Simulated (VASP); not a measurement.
# Ge (P4/nmm) in VASP: notebook, part 2 of 2

VASP 6.6.1. The steps go on from the part before.

## Step 3: Single point, PBE

This run uses another cell than the first one, of 21.83 Å³/atom.

File INCAR:

```
ALGO = Normal
EDIFF = 1E-6
ENCUT = 520
GGA = PE
ISIF = 2
ISMEAR = 0
LASPH = True
LCHARG = False
LREAL = False
LWAVE = False
NBANDS = 36
NELM = 60
PREC = Accurate
SIGMA = 0.1
```

File KPOINTS:

```
k-points
0
Gamma
  4 4 4
```

File POSCAR:

```
Ge
1.0
    3.9969208700      0.0000000000      0.0000000000
    0.0000000000      3.9969208700      0.0000000000
    0.0000000000      0.0000000000      5.4653791800
Ge
4
Direct
    0.0000000000      0.0000000000      0.5000000000
    0.5000000000      0.5000000000      0.5000000000
    0.0000000000      0.5000000000      0.6854043200
    0.5000000000      0.0000000000      0.3145956800
```

Potentials or basis: VASP PAW PBE potentials, release 64 (Ge_d).

On the command line:

```console
cat potpaw_PBE.64/Ge_d/POTCAR > POTCAR
mpirun -np 1 vasp_std > vasp.out
```

OUTCAR:

```text
EDIFF = 1E-6
   ENCUT = 520
   GGA = PE
   ISIF = 2
   ISMEAR = 0
   LASPH = True
   LREAL = False
   NELM = 60
   PREC = Accurate

 ion  position               nearest neighbor table
   1  0.000  0.000  0.500-   3 2.24   4 2.24   3 2.24   4 2.24   2 2.83   2 2.83   2 2.83   2 2.83

   2  0.500  0.500  0.500-   3 2.24   4 2.24   4 2.24   3 2.24   1 2.83   1 2.83   1 2.83   1 2.83

   3  0.000  0.500  0.685-   1 2.24   2 2.24   1 2.24   2 2.24
   4  0.500  0.000  0.315-   1 2.24   2 2.24   2 2.24   1 2.24

  LATTYP: Found a simple tetragonal cell.
 ALAT       =     3.9969208700
 C/A-ratio  =     1.3673973936

  Lattice vectors:

 A1 = (   3.9969208700,   0.0000000000,   0.0000000000)
 A2 = (   0.0000000000,   3.9969208700,   0.0000000000)
 A3 = (   0.0000000000,   0.0000000000,   5.4653791800)

Analysis of symmetry for initial positions (statically):
[... 168 lines left out ...]
  ---------------------------------------------------
  free energy    TOTEN  =       -11.70009943 eV

  energy without entropy =      -11.68572334  energy(sigma->0) =      -11.69291139

 E-fermi :   5.0023     XC(G=0):  -9.7013

 val. band max:        5.0013381942   @ k =   0.2500   0.2500   0.2500
 cond. band min:       5.0167850339   @ k =   0.2500   0.2500   0.5000
 fundamental gap:      0.0154468397
 Fermi energy:         5.0022525506

 k-point     1 :       0.0000    0.0000    0.0000
  band No.  band energies     occupation
      1     -20.4659      2.00000
      2     -20.4059      2.00000
      3     -20.4038      2.00000
      4     -20.2882      2.00000
      5     -20.2882      2.00000
      6     -20.2598      2.00000
[... 691 lines left out ...]
     35      12.5363      0.00000
     36      12.5363      0.00000

------------------------ aborting loop because EDIFF is reached ----------------------------------------

  FORCE on cell =-STRESS in cart. coord.  units (eV):
  Direction    XX          YY          ZZ          XY          YZ          ZX
  --------------------------------------------------------------------------------------
  -------------------------------------------------------------------------------------
  Total       26.0284172     26.0284172     12.8004839      0.0000000      0.0000000      0.0000000
  in kB      477.6248810    477.6248810    234.8905637      0.0000000      0.0000000      0.0000000
  external PRESSURE =     396.7134419 kB  Pullay stress =       0.0000000 kB

 VOLUME and BASIS-vectors are now :
 -----------------------------------------------------------------------------
  energy-cutoff  :      520.00
  volume of cell :       87.31
      direct lattice vectors                 reciprocal lattice vectors
     3.996920870  0.000000000  0.000000000     0.250192594  0.000000000  0.000000000
     0.000000000  3.996920870  0.000000000     0.000000000  0.250192594  0.000000000
     0.000000000  0.000000000  5.465379180     0.000000000  0.000000000  0.182969922

 POSITION                                       TOTAL-FORCE (eV/Angst)
 -----------------------------------------------------------------------------------
      0.00000      0.00000      2.73269         0.000000     -0.000000     -0.000000
      1.99846      1.99846      2.73269        -0.000000      0.000000     -0.000000
      0.00000      1.99846      3.74599         0.000000     -0.000000      6.661554
      1.99846      0.00000      1.71938         0.000000      0.000000     -6.661554
 -----------------------------------------------------------------------------------
    total drift:                                0.000000      0.000000      0.000000

  FREE ENERGIE OF THE ION-ELECTRON SYSTEM (eV)
  ---------------------------------------------------
  free  energy   TOTEN  =       -11.7000994330 eV

  energy  without entropy=      -11.6857233394  energy(sigma->0) =      -11.69291139
```

stdout:

```text
POSCAR found type information on POSCAR Ge
 POSCAR found :  1 types and       4 ions
 scaLAPACK will be used
 LDA part: xc-table for (Slater+PW92), standard interpolation
 POSCAR, INCAR and KPOINTS ok, starting setup
 FFT: planning ... GRIDC
 FFT: planning ... GRID_SOFT
 FFT: planning ... GRID
 WAVECAR not read
 entering main loop
```

Wall time 98 s (1 thread of Intel Xeon 8259CL, shared host); peak memory 0.2 GiB.

What came out:

```
Free energy            : -11.7001 eV
Pressure               : 39.7 GPa
Largest force          : 6.662 eV/Å
Band gap on the k mesh : zero (bands 28 and 29 overlap by 0.40 eV)
```

Forces in eV/Å, atoms in the order of the input:
```
Ge   0.000  0.000  0.000
Ge   0.000  0.000  0.000
Ge   0.000  0.000  6.662
Ge   0.000  0.000 -6.662
```

Levels at points of the mesh, in eV from the Fermi level:
| k point | band 25 | band 26 | band 27 | band 28 | band 29 | band 30 | band 31 | band 32 |
| --- | --- | --- | --- | --- | --- | --- | --- | --- |
| (0.00, 0.00, 0.00) | -5.76 | -3.13 | -1.77 | -0.12 | -0.12 | 1.61 | 3.53 | 3.81 |
| (0.50, 0.00, 0.00) | -3.71 | -3.71 | -1.60 | -1.60 | -0.39 | -0.39 | 5.53 | 5.53 |
| (0.50, 0.50, 0.00) | -3.34 | -3.34 | -1.95 | -1.95 | 3.37 | 3.37 | 3.87 | 3.87 |
| (0.00, 0.00, 0.50) | -5.73 | -2.34 | -1.55 | -0.29 | -0.29 | 1.32 | 2.23 | 4.67 |
| (0.50, 0.00, 0.50) | -3.69 | -3.69 | -1.79 | -1.79 | 0.93 | 0.93 | 5.00 | 5.00 |
| (0.50, 0.50, 0.50) | -3.69 | -3.69 | -2.44 | -2.44 | 5.77 | 5.77 | 6.29 | 6.29 |

Caveat: the k points lie up to 0.39 Å⁻¹ apart; semilocal functionals underestimate gaps, so a narrow gap can read as zero; forces of over 1 eV/Å act on the atoms, so gaps and moduli don't describe the material at rest.

## Step 4: Relaxation of cell and atoms, PBE

This run uses another cell than the first one, of 21.83 Å³/atom.

File INCAR:

```
ALGO     = Normal         # electronic algorithm
EDIFF    = 1E-6           # SCF threshold, eV
EDIFFG   = -0.04          # ionic threshold
ENCUT    = 600            # plane-wave cutoff, eV
GGA      = PE             # functional
IBRION   = 2              # ionic algorithm
ISIF     = 3              # what is computed and relaxed
ISMEAR   = 0              # smearing method
LASPH    = True           # aspherical terms in the spheres
LCHARG   = False          # write CHGCAR
LREAL    = False          # projectors in reciprocal space
LWAVE    = False          # write WAVECAR
NELM     = 60             # most SCF steps
NSW      = 90             # ionic steps
PREC     = Accurate       # precision mode
SIGMA    = 0.1            # smearing width, eV
```

KPOINTS is that of step 3.

POSCAR is that of step 3.

Potentials or basis: VASP PAW PBE potentials, release 64 (Ge_d).

On the command line:

```console
cat potpaw_PBE.64/Ge_d/POTCAR > POTCAR
mpirun -np 1 vasp_std > vasp.out
```

OUTCAR:

```text
EDIFF = 1E-6
   EDIFFG = -0.04
   ENCUT = 600
   GGA = PE
   IBRION = 2
   ISIF = 3
   ISMEAR = 0
   LASPH = True
   LREAL = False
   NELM = 60
   NSW = 90
   PREC = Accurate

 ion  position               nearest neighbor table
   1  0.000  0.000  0.500-   3 2.24   4 2.24   3 2.24   4 2.24   2 2.83   2 2.83   2 2.83   2 2.83

   2  0.500  0.500  0.500-   3 2.24   4 2.24   4 2.24   3 2.24   1 2.83   1 2.83   1 2.83   1 2.83

   3  0.000  0.500  0.685-   1 2.24   2 2.24   1 2.24   2 2.24
   4  0.500  0.000  0.315-   1 2.24   2 2.24   2 2.24   1 2.24

  LATTYP: Found a simple tetragonal cell.
 ALAT       =     3.9969208700
 C/A-ratio  =     1.3673973936

  Lattice vectors:

 A1 = (   3.9969208700,   0.0000000000,   0.0000000000)
[... 185 lines left out ...]
  -------------------------------------------------------------------------------------
  Total       26.0521703     26.0521703     12.8251001      0.0000000     -0.0000000      0.0000000
  in kB      478.0607539    478.0607539    235.3422745      0.0000000     -0.0000000      0.0000000
  external PRESSURE =     397.1545941 kB  Pullay stress =       0.0000000 kB
[... 1408 lines left out ...]
     32       8.2219      0.00000
     33       8.8996      0.00000

[... ionic steps 4 to 44 ...]

--------------------------------------- Ionic step       45  -------------------------------------------

 number of electron      56.0000063 magnetization

------------------------ aborting loop because EDIFF is reached ----------------------------------------
[... 71 lines left out ...]
--------------------------------------- Ionic step       47  -------------------------------------------

 number of electron      56.0000064 magnetization

 Free energy of the ion-electron system (eV)
  ---------------------------------------------------
  ext. energy  EPLUGINS =         0.00000000
  ---------------------------------------------------
  free energy    TOTEN  =       -16.97078157 eV

  energy without entropy =      -16.96283260  energy(sigma->0) =      -16.96680708

 E-fermi :   5.8160     XC(G=0): -10.7379

 val. band max:        5.4754931291   @ k =   0.2500   0.2500   0.0000
 cond. band min:       5.8196896303   @ k =   0.2500   0.0000   0.2500
 fundamental gap:      0.3441965012
 Fermi energy:         5.8159802419
[... 677 lines left out ...]
  FREE ENERGIE OF THE ION-ELECTRON SYSTEM (eV)
  ---------------------------------------------------
  free  energy   TOTEN  =       -16.9707815709 eV

  energy  without entropy=      -16.9628325990  energy(sigma->0) =      -16.96680708

 reached required accuracy - stopping structural energy minimisation
```

CONTCAR:

```text
Ge
   1.00000000000000
     4.1578544492853480   -0.0000000000000000    0.0000000000000000
     0.0000000000000000    4.1578544492853480   -0.0000000000000001
    -0.0000000000000000   -0.0000000000000000    4.7952362967420488
  Ge
     4
Direct
     1.0000000000000000    0.0000000000000000    0.5000000000000000
     0.5000000000000000    0.5000000000000000    0.5000000000000000
     0.0000000000000000    0.5000000000000000    0.8801032210223706
     0.5000000000000000    0.0000000000000000    0.1198967789776293

  0.00000000E+00  0.00000000E+00  0.00000000E+00
  0.00000000E+00  0.00000000E+00  0.00000000E+00
  0.00000000E+00  0.00000000E+00  0.00000000E+00
  0.00000000E+00  0.00000000E+00  0.00000000E+00
```

Wall time 42 min (1 thread of Intel Xeon 8259CL, shared host); peak memory 0.25 GiB.

What came out:

| Item | Value |
| --- | --- |
| Free energy | -16.9708 eV |
| Relaxed volume | 20.72 Å³/atom |
| Relaxed cell | a = 4.158 Å, b = 4.158 Å, c = 4.795 Å, α = 90.00°, β = 90.00°, γ = 90.00° |
| Space group after relaxing (to 0.1 Å) | P4/nmm (No. 129) |
| Energy gained by relaxing | 1317.6 meV/atom |
| Ionic steps | 47 |
| Pressure after relaxing | 0.0 GPa |
| Largest force after relaxing | 0.029 eV/Å |
| Band gap on the k mesh | zero (bands 28 and 29 overlap by 2.97 eV) |

Forces in eV/Å, atoms in the order of the input:
```
Ge   0.000  0.000  0.000
Ge   0.000  0.000  0.000
Ge   0.000  0.000  0.029
Ge   0.000  0.000 -0.029
```

The path:
| step | energy change (eV) | largest force (eV/Å) | pressure (GPa) | volume (Å³) |
| --- | --- | --- | --- | --- |
| 1 | 0.0000 | 6.6616 | 39.72 | 87.31 |
| 3 | -4.3151 | 0.2407 | -1.05 | 124.87 |
| 5 | -4.3197 | 0.3965 | -0.31 | 122.69 |
| 7 | -4.3806 | 0.4417 | -0.18 | 118.64 |
| 9 | -4.8473 | 0.9574 | 0.78 | 101.34 |
| 11 | -5.0654 | 0.4551 | 1.91 | 92.17 |
| 13 | -5.0713 | 0.3463 | 2.08 | 90.77 |
| 15 | -5.0855 | 0.0006 | 1.21 | 91.21 |
| 17 | -5.0970 | 0.0084 | -0.10 | 93.42 |
| 19 | -5.0970 | 0.0110 | -0.14 | 93.47 |
| 21 | -5.0979 | 0.0558 | -0.09 | 93.20 |
| 23 | -5.0980 | 0.0874 | 0.02 | 93.05 |
| 25 | -5.1002 | 0.1126 | 0.04 | 92.73 |
| 27 | -5.1185 | 0.1941 | -0.23 | 91.20 |
| 29 | -5.2029 | 0.4466 | 0.36 | 84.15 |
| 31 | -5.2037 | 0.4560 | 0.41 | 84.36 |
| 33 | -5.2046 | 0.4430 | 0.53 | 84.24 |
| 35 | -5.2040 | 0.3809 | 0.43 | 83.67 |
| 37 | -5.2060 | 0.4137 | 0.22 | 83.98 |
| 39 | -5.2139 | 0.3946 | 0.15 | 84.12 |
| 41 | -5.2394 | 0.2752 | -0.45 | 84.68 |
| 43 | -5.2641 | 0.0505 | -1.10 | 84.45 |
| 45 | -5.2699 | 0.0179 | -0.07 | 82.95 |
| 47 | -5.2703 | 0.0288 | -0.01 | 82.90 |

Final structure:
```xyz
4
Lattice="4.1579 0.0000 0.0000 0.0000 4.1579 0.0000 0.0000 0.0000 4.7952" Properties=species:S:1:pos:R:3 pbc="T T T"
Ge    4.1579    0.0000    2.3976
Ge    2.0789    2.0789    2.3976
Ge    0.0000    2.0789    4.2203
Ge    2.0789    0.0000    0.5749
```

Caveat: the k points lie up to 0.38 Å⁻¹ apart in the final cell, too coarse for converged energies and pressures of a metal.

## Step 5: Single point, PBE

This run uses another cell than the first one, of 20.20 Å³/atom.

File INCAR:

```
SYSTEM = Ge
ALGO = Normal ; EDIFF = 1E-6
ENCUT = 520 ; GGA = PE
ISIF = 2 ; ISMEAR = 0
LASPH = .TRUE. ; LCHARG = .FALSE.
LREAL = .FALSE. ; LWAVE = .FALSE.
NBANDS = 36 ; NELM = 100
PREC = Accurate ; SIGMA = 0.1
```

File KPOINTS:

```
k-points
0
G
  12 12 10
  0 0 0
```

File POSCAR:

```
Ge
1.0
    4.2775989177      0.0000000000      0.0000000000
    0.0000000000      4.2775989177      0.0000000000
    0.0000000000      0.0000000000      4.4160779431
Ge
4
Direct
    0.0000000000      0.0000000000      0.5000000000
    0.5000000000      0.5000000000      0.5000000000
    0.0000000000      0.5000000000      0.8933451171
    0.5000000000      0.0000000000      0.1066548829
```

On the command line:

```console
cat potpaw_PBE.64/Ge_d/POTCAR > POTCAR
mpirun -np 1 vasp_std > vasp.out
```

Wall time 7.9 min (1 thread of Intel Xeon 8259CL, shared host); peak memory 0.44 GiB.

Results (log left out):

* Free energy: -16.8399 eV
* Pressure: 0.1 GPa
* Largest force: 0.005 eV/Å
* Band gap on the k mesh: zero (bands 28 and 29 overlap by 2.56 eV)

Forces in eV/Å, atoms in the order of the input:
```
Ge   0.000  0.000  0.000
Ge   0.000  0.000  0.000
Ge   0.000  0.000  0.005
Ge   0.000  0.000 -0.005
```

Levels at points of the mesh, in eV from the Fermi level:
| k point | band 26 | band 27 | band 28 | band 29 | band 30 | band 31 |
| --- | --- | --- | --- | --- | --- | --- |
| (0.00, 0.00, 0.00) | -3.94 | -2.30 | 1.95 | 1.95 | 2.41 | 2.46 |
| (0.50, 0.00, 0.00) | -2.37 | -1.91 | -1.91 | 0.28 | 0.28 | 3.79 |
| (0.50, 0.50, 0.00) | -1.24 | -0.73 | -0.73 | -0.07 | -0.07 | 0.85 |
| (0.00, 0.00, 0.50) | -2.54 | -1.39 | -1.39 | -0.61 | 0.15 | 3.08 |
| (0.50, 0.00, 0.50) | -1.00 | -0.92 | -0.92 | -0.02 | -0.02 | 1.52 |
| (0.50, 0.50, 0.50) | -4.75 | -4.64 | -4.64 | 6.45 | 6.45 | 6.47 |

## Step 6: Summary

| task | cell | k mesh | cutoff (eV) | gap on the mesh (eV) | pressure (GPa) | largest force (eV/Å) |
| --- | --- | --- | --- | --- | --- | --- |
| single point | a = 4.155, b = 4.155, c = 4.793 Å, 4 atoms, atomic positions A | 4 × 4 × 4 | 520 | none | -0.1 | 0.01 |
| single point | a = 3.997, b = 3.997, c = 5.465 Å, 4 atoms, atomic positions B | 4 × 4 × 4 | 520 | none | 39.7 | 6.66 |
| relaxation of cell and atoms | relaxed from a = 3.997, b = 3.997, c = 5.465 Å, 4 atoms, atomic positions B | 4 × 4 × 4 | 600 | none | 0.0 | 0.03 |
| single point | a = 4.278, b = 4.278, c = 4.416 Å, 4 atoms, atomic positions C | 12 × 12 × 10 | 520 | none | 0.1 | 0.01 |

Alike in all rows: level PBE; potentials or basis VASP PAW PBE potentials, release 64 (Ge_d); no spin polarisation; smearing gaussian 0.1 eV.

Caveats: some runs use coarse meshes; semilocal functionals underestimate gaps, so a narrow gap can read as zero (at least some runs); forces of over 1 eV/Å act on the atoms, so gaps and moduli don't describe the material at rest (at least some runs).

Total energies depend on the potentials used, so only differences within one code and one set of settings carry meaning.
